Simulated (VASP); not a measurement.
Wanted: the native input for a VASP 6.6.1 run.

| Property | Result |
| --- | --- |
| Task | single point |
| Functional | PBE |
| Dispersion | D3(BJ) |
| Potentials or basis | VASP PAW PBE potentials, release 64 (C) |
| Cutoff | 520 eV |
| k mesh | 15 × 15 × 1 |
| Occupations | gaussian, width 0.1 eV |
| Spin | no spin polarisation |
| Dipole correction | yes |
| Further INCAR settings | ALGO = Normal; EDIFF = 1e-07; NBANDS = 16 |

The structure of C lies in POSCAR:

```
C
1.0
    2.4656524412      0.0000000000      0.0000000000
   -1.2328262206      2.1353176510      0.0000000000
    0.0000000000      0.0000000000     17.5000663888
C
4
Direct
    0.6666666667      0.3333333333      0.2571437785
    0.3333333333      0.6666666667      0.2571418816
    1.0000000000      1.0000000000      0.4520020789
    0.6666666667      1.3333333333      0.4520001821
```

This cell differs from its parent crystal: layers slid over each other.

The input as run:

INCAR

```
SYSTEM = C
ALGO     = Normal         ! electronic algorithm
DIPOL    = 0.5 0.5 0.355
EDIFF    = 1E-7           ! SCF threshold, eV
ENCUT    = 520            ! plane-wave cutoff, eV
GGA      = PE             ! functional
IDIPOL   = 3            
ISIF     = 2              ! what is computed and relaxed
ISMEAR   = 0              ! smearing method
IVDW     = 12             ! dispersion correction
LASPH    = .True.         ! aspherical terms in the spheres
LCHARG   = .True.         ! write CHGCAR
LDIPOL   = .True.       
LELF     = .True.         ! ELF
LREAL    = .False.        ! projectors in reciprocal space
LVACPOTAV= .True.       
LVHAR    = .True.       
LWAVE    = .False.        ! write WAVECAR
NBANDS   = 16             ! bands
NELM     = 100            ! most SCF steps
PREC     = Accurate       ! precision mode
SIGMA    = 0.1            ! smearing width, eV
```

KPOINTS

```
k-points
0
Gamma
  15 15 1
  0 0 0
```

Potentials or basis: VASP PAW PBE potentials, release 64 (C).

The run is started by

```sh
$ cat potpaw_PBE.64/C/POTCAR > POTCAR
$ mpirun -np 1 vasp_std > vasp.out
```

It gave:

```
Largest force              : 0.011 eV/Å
Band gap on the k mesh     : zero (filled and empty bands touch)
Dispersion energy per atom : -0.119 eV
```

Caveat: the cell differs from its parent crystal (layers slid over each other).

Run time: 34 s on 1 thread of AMD EPYC 9R45 96-Core Processor (Zen 5), on a shared host, peak memory 0.18 GiB.
